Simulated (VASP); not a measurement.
SrTlF3: relaxation of cell and atoms with PBEsol

SrTlF3:

```
Tl Sr F
1.0
     4.66495    0.00000    0.00000
     0.00000    4.66495    0.00000
     0.00000    0.00000    4.66495
Tl Sr F
1 1 3
Direct
  0.00000 0.00000 0.00000
  0.50000 0.50000 0.50000
  0.50000 0.50000 0.00000
  0.50000 0.00000 0.50000
  0.00000 0.50000 0.50000
```

```
Program                : VASP 6.6.1
Task                   : relaxation of cell and atoms
Functional             : PBEsol
Potentials or basis    : VASP PAW PBE potentials, release 64 (Tl_d, Sr_sv, F)
Cutoff                 : 600 eV
k mesh                 : 4 × 4 × 4
Occupations            : fermi-dirac, width 0.03 eV
Spin                   : no spin polarisation
Dipole correction      : no
Further INCAR settings : ALGO = Normal; EDIFF = 1e-06; IBRION = 2; EDIFFG = -0.01; NSW = 100; ISIF = 3
```

* Relaxed volume: 20.66 Å³/atom
* Relaxed cell: a = 4.692 Å, b = 4.692 Å, c = 4.692 Å, α = 90.00°, β = 90.00°, γ = 90.00°
* Space group after relaxing (to 0.05 Å): Pm-3m (No. 221)
* Energy gained by relaxing: 0.9 meV/atom
* Ionic steps: 3
* Pressure after relaxing: 0.0 GPa
* Band gap on the k mesh: 4.31 eV, direct

The path:
```tsv
step	energy change (eV)	largest force (eV/Å)	pressure (GPa)	volume (Å³)
1	0.0000	0.0000	0.83	101.52
2	-0.0045	0.0000	0.10	103.07
3	-0.0045	0.0000	0.00	103.28
```

Final structure:
```yaml
crystal:
  lattice:
    - [4.69185, 0.00000, 0.00000]
    - [0.00000, 4.69185, 0.00000]
    - [0.00000, 0.00000, 4.69185]
  atoms:
    - { symbol: Tl, position: [0.00000, 0.00000, 0.00000] }
    - { symbol: Sr, position: [0.50000, 0.50000, 0.50000] }
    - { symbol: F, position: [0.50000, 0.50000, 0.00000] }
    - { symbol: F, position: [0.50000, 0.00000, 0.50000] }
    - { symbol: F, position: [0.00000, 0.50000, 0.50000] }
```

Levels at points of the mesh, in eV from the valence-band top:
```csv
k point,band 19,band 20,band 21,band 22,band 23,band 24,band 25,band 26
"(0.00, 0.00, 0.00)",-0.65,-0.22,-0.22,-0.22,7.14,7.14,7.14,9.36
"(0.50, 0.00, 0.00)",-0.70,-0.23,-0.23,0.00,4.31,6.71,6.71,9.49
"(0.50, 0.50, 0.00)",-0.85,-0.32,-0.32,-0.24,5.30,5.30,6.76,9.94
"(0.50, 0.50, 0.50)",-1.57,-0.33,-0.33,-0.33,6.03,6.03,6.03,11.13
```

Wall time 82 s on 1 thread of AMD EPYC 7R43 64-Core Processor (Zen 3), on a shared host, peak memory 0.23 GiB.

Caveat: the PAW data sets were made with another functional, which shifts forces and pressure a little; spin-orbit coupling is left out, which moves the levels of the heavy elements. As with any semilocal functional, this PBEsol gap is likely too small.
